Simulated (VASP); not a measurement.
# AlN (P6_3/mmc) in VASP: further runs

Runs on AlN. Level: PBEsol. Tasks: single point.

Everything below comes from runs of VASP 6.6.1. Logs are shortened: lines on timing, memory, paths and dates and some standing lists are left out, and cuts for length are marked.

## (1) The cell of the first run

The structure is hexagonal, space group P6_3/mmc (No. 194). The conventional cell has a = 3.363 Å, b = 3.363 Å, c = 3.893 Å, α = 90.00°, β = 90.00°, γ = 120.00°. Al (site symmetry -6m2) has 5 N at 1.94 to 1.95 Å within 2.6 Å. N (site symmetry -6m2) has 5 Al at 1.94 to 1.95 Å within 2.6 Å.

## (2) Single point, PBEsol (volume 9.535 Å^3 an atom, c/a of the conventional cell 1.1574)

Input file INCAR:

```
SYSTEM = AlN
PREC = Accurate
ENCUT = 520
EDIFF = 1E-7
ISMEAR = 0
SIGMA = 0.05
LREAL = .False.
LASPH = .True.
NELM = 60
ALGO = Normal
ISIF = 2
LWAVE = .False.
LCHARG = .True.
GGA = PS
LELF = .True.
LVHAR = .True.
NBANDS = 16
```

Input file KPOINTS:

```
Automatic mesh
0
Gamma
  9 9 6
  0 0 0
```

Input file POSCAR:

```
AlN
1.0
    3.3634800778      0.0000000000      0.0000000000
   -1.6817400389      2.9128591925      0.0000000000
    0.0000000000      0.0000000000      3.8928918421
Al N
2 2
Direct
    0.3333333333      0.6666666667      0.7500000000
    0.6666666667      0.3333333333      0.2500000000
    0.3333333333      0.6666666667      0.2500000000
    0.6666666667      0.3333333333      0.7500000000
```

Potentials or basis: VASP PAW PBE potentials, release 64 (Al, N).

The run is started by

```bash
$ cat potpaw_PBE.64/Al/POTCAR potpaw_PBE.64/N/POTCAR > POTCAR
$ mpirun -np 1 vasp_std > vasp.out
```

OUTCAR:

```text
SYSTEM = AlN
   PREC = Accurate
   ENCUT = 520
   EDIFF = 1E-7
   ISMEAR = 0
   LREAL = .False.
   LASPH = .True.
   NELM = 60
   ISIF = 2
   GGA = PS

 ion  position               nearest neighbor table
   1  0.333  0.667  0.750-   4 1.94   4 1.94   4 1.94   3 1.95   3 1.95   2 2.75   2 2.75   2 2.75
                             2 2.75   2 2.75   2 2.75
   2  0.667  0.333  0.250-   3 1.94   3 1.94   3 1.94   4 1.95   4 1.95   1 2.75   1 2.75   1 2.75
                             1 2.75   1 2.75   1 2.75
   3  0.333  0.667  0.250-   2 1.94   2 1.94   2 1.94   1 1.95   1 1.95
   4  0.667  0.333  0.750-   1 1.94   1 1.94   1 1.94   2 1.95   2 1.95

  LATTYP: Found a hexagonal cell.
 ALAT       =     3.3634800778
 C/A-ratio  =     1.1574000000

  Lattice vectors:

 A1 = (   3.3634800778,   0.0000000000,   0.0000000000)
 A2 = (  -1.6817400389,   2.9128591925,   0.0000000000)
 A3 = (   0.0000000000,   0.0000000000,   3.8928918421)

Analysis of symmetry for initial positions (statically):
=====================================================================
 Subroutine PRICEL returns:
 Original cell was already a primitive cell.

 Routine SETGRP: Setting up the symmetry group for a
 hexagonal supercell.

 Subroutine GETGRP returns: Found 24 space group operations
 (whereof 12 operations were pure point group operations)
 out of a pool of 24 trial point group operations.

The static configuration has the point symmetry D_3d.
 The point group associated with its full space group is D_6h.

Analysis of symmetry for dynamics (positions and initial velocities):
=====================================================================
 Subroutine PRICEL returns:
 Original cell was already a primitive cell.

 Routine SETGRP: Setting up the symmetry group for a
 hexagonal supercell.

 Subroutine GETGRP returns: Found 24 space group operations
 (whereof 12 operations were pure point group operations)
 out of a pool of 24 trial point group operations.

The dynamic configuration has the point symmetry D_3d.
 The point group associated with its full space group is D_6h.

 Subroutine INISYM returns: Found 24 space group operations
 (whereof 12 operations are pure point group operations),
 and found     1 'primitive' translations

----------------------------------------------------------------------------------------

                                     Primitive cell

  volume of cell :      38.1400

  direct lattice vectors                    reciprocal lattice vectors
     3.363480078  0.000000000  0.000000000     0.297311111  0.171652650  0.000000000
    -1.681740039  2.912859193  0.000000000     0.000000000  0.343305300  0.000000000
     0.000000000  0.000000000  3.892891842     0.000000000  0.000000000  0.256878444

  length of vectors
     3.363480078  3.363480078  3.892891842     0.343305300  0.343305300  0.256878444

  position of ions in fractional coordinates (direct lattice)
     0.333333333  0.666666667  0.750000000
     0.666666667  0.333333333  0.250000000
     0.333333333  0.666666667  0.250000000
     0.666666667  0.333333333  0.750000000

  ion indices of the primitive-cell ions
   primitive index   ion index
                 1           1
                 2           2
                 3           3
                 4           4

----------------------------------------------------------------------------------------

 KPOINTS: Automatic mesh

Automatic generation of k-mesh.
 Grid dimensions read from file:
 generate k-points for:    9    9    6

 Generating k-lattice:

  Cartesian coordinates                     Fractional coordinates (reciprocal lattice)
     0.033034568  0.019072517  0.000000000     0.111111111  0.000000000  0.000000000
     0.000000000  0.038145033  0.000000000     0.000000000  0.111111111  0.000000000
     0.000000000  0.000000000  0.042813074     0.000000000  0.000000000  0.166666667

  Length of vectors
     0.038145033  0.038145033  0.042813074

  Shift w.r.t. Gamma in fractional coordinates (k-lattice)
     0.000000000  0.000000000  0.000000000

 Subroutine IBZKPT returns following result:
 ===========================================

 Found     48 irreducible k-points:

 Following reciprocal coordinates:
            Coordinates               Weight
  0.000000  0.000000  0.000000      1.000000
  0.111111  0.000000  0.000000      6.000000
  0.222222 -0.000000  0.000000      6.000000
  0.333333 -0.000000  0.000000      6.000000
  0.444444 -0.000000  0.000000      6.000000
  0.111111  0.111111  0.000000      6.000000
[... 16 lines left out ...]
  0.333333  0.222222  0.166667     24.000000
  0.333333  0.333333  0.166667      4.000000
 [... further k-points ...]
   k-points           NKPTS =     48   k-points in BZ     NKDIM =     48   number of bands    NBANDS=     16
   number of dos      NEDOS =    301   number of ions     NIONS =      4
   total plane-waves  NPLWV =  23520
   dimension x,y,z NGX =    28 NGY =   28 NGZ =   30
   dimension x,y,z NGXF=    56 NGYF=   56 NGZF=   60
   ions per type =               2   2
   NGX,Y,Z   is equivalent  to a cutoff of  13.84, 13.84, 12.81 a.u.
   NGXF,Y,Z  is equivalent  to a cutoff of  27.68, 27.68, 25.62 a.u.
 SYSTEM =  AlN
   PREC   = accura    normal or accurate (medium, high low for compatibility)
   ISTART =      0    job   : 0-new  1-cont  2-samecut
   ICHARG =      2    charge: 1-file 2-atom 10-const
   ISPIN  =      1    spin polarized calculation?
   LNONCOLLINEAR =      F non collinear calculations
   LSORBIT =      F    spin-orbit coupling
   LASPH  =      T    aspherical Exc in radial PAW
   ENCUT  =  520.0 eV  38.22 Ry    6.18 a.u.   6.25  6.25  7.24*2*pi/ulx,y,z
   NELM   =     60;   NELMIN=  2; NELMDL= -5     # of ELM steps
   EDIFF  = 0.1E-06   stopping-criterion for ELM
   LREAL  =      F    real-space projection
   EDIFFG = 0.1E-05   stopping-criterion for IOM
   NSW    =      0    number of steps for IOM
   IBRION =     -1    ionic relax: 0-MD 1-quasi-New 2-CG
   NFREE  =      0    steps in history (QN), initial steepest desc. (CG)
   ISIF   =      2    stress and relaxation
   ISYM   =      2    0-nonsym 1-usesym 2-fastsym
   POTIM  = 0.5000    time-step for ionic-motion
   TEBEG  =    0.0;   TEEND  =   0.0 temperature during run
   PSTRESS=    0.0 pullay stress
   NELECT =      16.0000    total number of electrons
   NUPDOWN=      -1.0000    fix difference up-down
   EMIN   =  10.00;   EMAX   =-10.00  energy-range for DOS
   EFERMI =   0.00;   METHOD = LEGACY
   ISMEAR =     0;   SIGMA  =   0.05  broadening in eV -4-tet -1-fermi 0-gaus
   EFERMI_NEDOS =   21; number of points for ismear=-14 and -15
   IALGO  =     38    algorithm
   IMIX   =      4    mixing-type and parameters
     AMIX     =   0.40;   BMIX     =  1.00
     AMIX_MAG =   1.60;   BMIX_MAG =  1.00
  volume/ion in A,a.u.               =       9.54        64.35
  Fermi-wavevector in a.u.,A,eV,Ry     =   1.225522  2.315902 20.434661  1.501905
  Thomas-Fermi vector in A             =   2.360557
   LORBIT       =      0    0 simple, 1 ext, 2 COOP (PROOUT), +10 PAW based schemes
   GGA     = PS    functional components
   LHFCALC =     F    Hartree Fock is set to
   AEXX    =    0.0000 exact exchange contribution
   IVDW    =     0    specifies the selected vdW correction
   LEPSILON=     F    determine dielectric tensor
   LRPA    =     F    only Hartree local field effects (RPA)
 non-spin polarized calculation
 Gauss-broadening in eV      SIGMA  =   0.05
  energy-cutoff  :      520.00
  volume of cell :       38.14
 maximum number of plane-waves:      1044
 NGX is ok and might be reduce to    28
   NGX = 13   NGY = 13   NGZ = 15

 number of electron      16.0000000 magnetization

 Free energy of the ion-electron system (eV)
  ---------------------------------------------------
  ext. energy  EPLUGINS =         0.00000000
  ---------------------------------------------------
  free energy    TOTEN  =       -30.80901356 eV

  energy without entropy =      -30.80901356  energy(sigma->0) =      -30.80901356

 E-fermi :   8.1608     XC(G=0): -11.5188

 val. band max:        7.8967998795   @ k =   0.0000   0.0000   0.0000
 cond. band min:      11.6074153224   @ k =   0.0000   0.0000   0.0000
 fundamental gap:      3.7106154430
 Fermi energy:         8.1607767877

 k-point     1 :       0.0000    0.0000    0.0000
  band No.  band energies     occupation
      1      -8.8478      2.00000
      2      -4.5265      2.00000
      3       1.3399      2.00000
      4       4.5868      2.00000
      5       4.5868      2.00000
      6       6.7604      2.00000
[... 8 lines left out ...]
     15      19.9288      0.00000
     16      19.9288      0.00000

 k-point     2 :       0.1111    0.0000    0.0000
  band No.  band energies     occupation
      1      -8.7096      2.00000
      2      -4.5681      2.00000
      3       1.4800      2.00000
      4       4.1708      2.00000
      5       4.3776      2.00000
      6       6.3093      2.00000
[... 8 lines left out ...]
     15      19.6106      0.00000
     16      20.2558      0.00000

 k-point     3 :       0.2222   -0.0000    0.0000
  band No.  band energies     occupation
      1      -8.3119      2.00000
      2      -4.7310      2.00000
      3       1.8878      2.00000
      4       3.2530      2.00000
      5       3.9533      2.00000
      6       5.5361      2.00000
[... 8 lines left out ...]
     15      19.0342      0.00000
     16      21.1276      0.00000

 k-point     4 :       0.3333   -0.0000    0.0000
  band No.  band energies     occupation
      1      -7.7161      2.00000
      2      -5.0861      2.00000
      3       2.4063      2.00000
      4       2.5126      2.00000
      5       3.5723      2.00000
      6       4.9241      2.00000
[... 8 lines left out ...]
     15      19.1507      0.00000
     16      22.2237      0.00000
[... 324 lines left out ...]
 k-point    22 :       0.2222    0.2222    0.1667
  band No.  band energies     occupation
      1      -7.2246      2.00000
      2      -5.3727      2.00000
      3       1.7973      2.00000
      4       2.1159      2.00000
      5       3.9148      2.00000
      6       4.6671      2.00000
[... 8 lines left out ...]
     15      20.3785      0.00000
     16      22.0288      0.00000

 k-point    23 :       0.3333    0.2222    0.1667
  band No.  band energies     occupation
      1      -6.6578      2.00000
      2      -5.7459      2.00000
      3       1.5010      2.00000
      4       2.2737      2.00000
      5       3.1556      2.00000
      6       5.1358      2.00000
[... 8 lines left out ...]
     15      20.4588      0.00000
     16      21.8619      0.00000

 k-point    24 :       0.3333    0.3333    0.1667
  band No.  band energies     occupation
      1      -6.1628      2.00000
      2      -6.1628      2.00000
      3       1.4087      2.00000
      4       2.5963      2.00000
      5       2.5963      2.00000
      6       5.7421      2.00000
[... 8 lines left out ...]
     15      19.9537      0.00000
     16      22.1270      0.00000

 [... further k-points ...]
[... 5 lines left out ...]
  --------------------------------------------------------------------------------------
  -------------------------------------------------------------------------------------
  Total       -0.1586413     -0.1586413      4.7665192      0.0000000      0.0000000      0.0000000
  in kB       -6.6641700     -6.6641700    200.2309664      0.0000000      0.0000000      0.0000000
  external PRESSURE =      62.3008754 kB  Pullay stress =       0.0000000 kB

 VOLUME and BASIS-vectors are now :
 -----------------------------------------------------------------------------
  energy-cutoff  :      520.00
  volume of cell :       38.14
      direct lattice vectors                 reciprocal lattice vectors
     3.363480078  0.000000000  0.000000000     0.297311111  0.171652650  0.000000000
    -1.681740039  2.912859193  0.000000000     0.000000000  0.343305300  0.000000000
     0.000000000  0.000000000  3.892891842     0.000000000  0.000000000  0.256878444

 POSITION                                       TOTAL-FORCE (eV/Angst)
 -----------------------------------------------------------------------------------
     -0.00000      1.94191      2.91967        -0.000000     -0.000000      0.000000
      1.68174      0.97095      0.97322         0.000000     -0.000000      0.000000
     -0.00000      1.94191      0.97322        -0.000000      0.000000      0.000000
      1.68174      0.97095      2.91967         0.000000     -0.000000      0.000000
 -----------------------------------------------------------------------------------
    total drift:                               -0.000000     -0.000000     -0.000000

  FREE ENERGIE OF THE ION-ELECTRON SYSTEM (eV)
  ---------------------------------------------------
  free  energy   TOTEN  =       -30.8090135555 eV

  energy  without entropy=      -30.8090135555  energy(sigma->0) =      -30.80901356
```

Run time: 59 s. Hardware: 1 thread of Intel Xeon 8259CL, shared host; peak memory 0.17 GiB.

Results:

```
Free energy            : -30.8090 eV
Pressure               : 6.2 GPa
Band gap on the k mesh : 3.71 eV, direct
```

Levels at points of the mesh, in eV from the valence-band top:
| k point | band 5 | band 6 | band 7 | band 8 | band 9 | band 10 | band 11 | band 12 |
| --- | --- | --- | --- | --- | --- | --- | --- | --- |
| (0.00, 0.00, 0.00) | -3.31 | -1.14 | -1.14 | 0.00 | 3.71 | 4.85 | 8.34 | 8.34 |
| (0.00, 0.00, 0.50) | -2.27 | -2.27 | -2.27 | -2.27 | 6.13 | 6.13 | 8.33 | 8.33 |

Caveat: the PAW data sets were made with another functional, which shifts forces and pressure a little. A k mesh can miss the band edges.

## (3) Single point, PBEsol (volume 9.535 Å^3 an atom, c/a of the conventional cell 1.2743)

Input file INCAR:

```
SYSTEM = AlN
PREC = Accurate
ENCUT = 520
EDIFF = 1E-6
ISMEAR = 0
SIGMA = 0.05
LREAL = .False.
LASPH = .True.
NELM = 100
ALGO = Normal
ISIF = 2
LWAVE = .False.
LCHARG = .False.
GGA = PS
NBANDS = 16
```

KPOINTS is that of step 2.

Input file POSCAR:

```
AlN
1.0
    3.2573127405      0.0000000000      0.0000000000
   -1.6286563703      2.8209155813      0.0000000000
    0.0000000000      0.0000000000      4.1507936252
Al N
2 2
Direct
    0.3333333333      0.6666666667      0.7500000000
    0.6666666667      0.3333333333      0.2500000000
    0.3333333333      0.6666666667      0.2500000000
    0.6666666667      0.3333333333      0.7500000000
```

Potentials or basis: VASP PAW PBE potentials, release 64 (Al, N).

The run is started by

```bash
$ cat potpaw_PBE.64/Al/POTCAR potpaw_PBE.64/N/POTCAR > POTCAR
$ mpirun -np 1 vasp_std > vasp.out
```

Run time: 33 s. Hardware: 1 thread of Intel Xeon 8259CL, shared host; peak memory 0.15 GiB.

Results (log left out):

```
Free energy            : -30.9222 eV
Pressure               : 6.0 GPa
Band gap on the k mesh : 3.48 eV, direct
```

Stress tensor (GPa, compression positive):
```
7.61 0.00 0.00
0.00 7.61 0.00
0.00 0.00 2.89
```

Levels at points of the mesh, in eV from the valence-band top:
```csv
k point,band 4,band 5,band 6,band 7,band 8,band 9,band 10,band 11,band 12,band 13
"(0.00, 0.00, 0.00)",-3.41,-3.41,-1.74,-1.74,0.00,3.48,4.69,8.38,8.38,11.47
"(0.00, 0.00, 0.50)",-3.84,-2.62,-2.62,-2.62,-2.62,5.81,5.81,8.55,8.55,8.55
```

Caveat: the PAW data sets were made with another functional, which shifts forces and pressure a little. A k mesh can miss the band edges.

## (4) Single point, PBEsol (volume 9.535 Å^3 an atom, c/a of the conventional cell 1.3158)

Input file INCAR:

```
SYSTEM = AlN
ALGO = Normal ; EDIFF = 1E-6
ENCUT = 520 ; GGA = PS
ISIF = 2 ; ISMEAR = 0
LASPH = .True. ; LCHARG = .False.
LREAL = .False. ; LWAVE = .False.
NBANDS = 16 ; NELM = 60
PREC = Accurate ; SIGMA = 0.05
```

Input file KPOINTS:

```
k-points
0
Gamma
  9 9 6
  0 0 0
```

Input file POSCAR:

```
AlN
1.0
    3.2227013301      0.0000000000      0.0000000000
   -1.6113506651      2.7909412206      0.0000000000
    0.0000000000      0.0000000000      4.2404304101
Al N
2 2
Direct
    0.3333333333      0.6666666667      0.7500000000
    0.6666666667      0.3333333333      0.2500000000
    0.3333333333      0.6666666667      0.2500000000
    0.6666666667      0.3333333333      0.7500000000
```

The run is started by

```bash
$ cat potpaw_PBE.64/Al/POTCAR potpaw_PBE.64/N/POTCAR > POTCAR
$ mpirun -np 1 vasp_std > vasp.out
```

Wall time 32 s (1 thread of Intel Xeon 8259CL, shared host); peak memory 0.15 GiB.

It converged, with:

```yaml
Free_energy: -30.8794 eV
Pressure: 7.6 GPa
Band_gap_on_the_k_mesh: 3.42 eV, direct
```

Stress tensor (GPa, compression positive):
```
11.68  0.00  0.00
 0.00 11.68  0.00
 0.00  0.00 -0.40
```

Levels at points of the mesh, in eV from the valence-band top:
```tsv
k point	band 4	band 5	band 6	band 7	band 8	band 9	band 10	band 11	band 12	band 13
(0.00, 0.00, 0.00)	-3.41	-3.41	-1.91	-1.91	0.00	3.42	4.75	8.48	8.48	11.37
(0.00, 0.00, 0.50)	-3.95	-2.70	-2.70	-2.70	-2.70	5.76	5.76	8.69	8.69	8.69
```

Caveat: the PAW data sets were made with another functional, which shifts forces and pressure a little.

[end of part 1 of 2]
